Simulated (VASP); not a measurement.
Here is a VASP 6.6.1 calculation.

File INCAR:

```
PREC = Accurate
ENCUT = 520
EDIFF = 1E-8
ISMEAR = -1
SIGMA = 0.01
LREAL = F
LASPH = T
NELM = 80
ALGO = Normal
ISIF = 2
LWAVE = F
LCHARG = F
GGA = PE
LEFG = T
NBANDS = 24
```

KPOINTS

```
Automatic mesh
0
Gamma
  9 9 5
```

The input POSCAR:

```
TaN
1.0
    3.0702003619      0.0000000000      0.0000000000
   -1.5351001810      2.6588715082      0.0000000000
    0.0000000000      0.0000000000      4.9727161852
Ta N
2 2
Direct
    0.3333333333      0.6666666667      0.0000000000
    0.6666666667      0.3333333333      0.5000000000
    0.3333333333      0.6666666667      0.3850000000
    0.6666666667      0.3333333333      0.8850000000
```

Potentials or basis: VASP PAW PBE potentials, release 64 (Ta_pv, N).

Run with:

```console
$ cat potpaw_PBE.64/Ta_pv/POTCAR potpaw_PBE.64/N/POTCAR > POTCAR
$ mpirun -np 1 vasp_std > vasp.out
```

**Question.** Predict the band gap on the k mesh.

**Answer.** Zero (band 16 reaches 10.13 eV, above the bottom of band 17 at 7.96 eV).

**Question.** What does it give for the pressure?

**Answer.** 126.1 GPa.

Forces on the atoms (eV/Å):
```
Ta   0.000  0.000  2.296
Ta   0.000  0.000  2.296
N    0.000  0.000 -2.296
N    0.000  0.000 -2.296
```

Caveat: without QUAD_EFG the Cq values of the log hold for a quadrupole moment of 1 mb, not for the nuclei; spin-orbit coupling is left out, which moves the levels of the heavy elements; forces of over 1 eV/Å act on the atoms, so gaps and moduli don't describe the material at rest.
